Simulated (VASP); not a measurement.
## HfB: single point with LDA

HfB:

```xyz
2
Lattice="0.0000 2.3100 2.2638 2.3100 0.0000 2.2638 2.3100 2.3100 0.0000" Properties=species:S:1:pos:R:3 pbc="T T T"
Hf    2.3100    2.3100    2.2638
B     0.0000    0.0000    0.0000
```

This cell differs from its parent crystal: zz strain of -2 %.

```yaml
Program: VASP 6.6.1
Task: single point
Functional: LDA
Potentials_or_basis: VASP PAW LDA potentials, release 64 (Hf_pv, B)
Cutoff: 520 eV
k_mesh: 15 × 15 × 15
Occupations: fermi-dirac, width 0.05 eV
Spin: no spin polarisation
```

```json
{"Pressure": "25.7 GPa", "Band gap on the k mesh": "zero (an odd number of electrons rules out a gap without spin polarisation)"}
```

Stress tensor (GPa, compression positive):
```
22.07  0.00  0.00
 0.00 22.07  0.00
 0.00  0.00 32.86
```

Levels at points of the mesh, in eV from the Fermi level:
| k point | band 5 | band 6 | band 7 | band 8 | band 9 | band 10 |
| --- | --- | --- | --- | --- | --- | --- |
| (0.00, 0.00, 0.00) | 2.05 | 2.05 | 2.29 | 3.96 | 3.96 | 4.09 |

It took 35 s on 1 thread of Intel(R) Xeon(R) Platinum 8375C CPU @ 2.90GHz (Ice Lake), with other jobs on the host, peak memory 0.2 GiB.

Caveat: the cell differs from its parent crystal (zz strain of -2 %); the cell stands under pressure; spin-orbit coupling is left out, which moves the levels of the heavy elements.
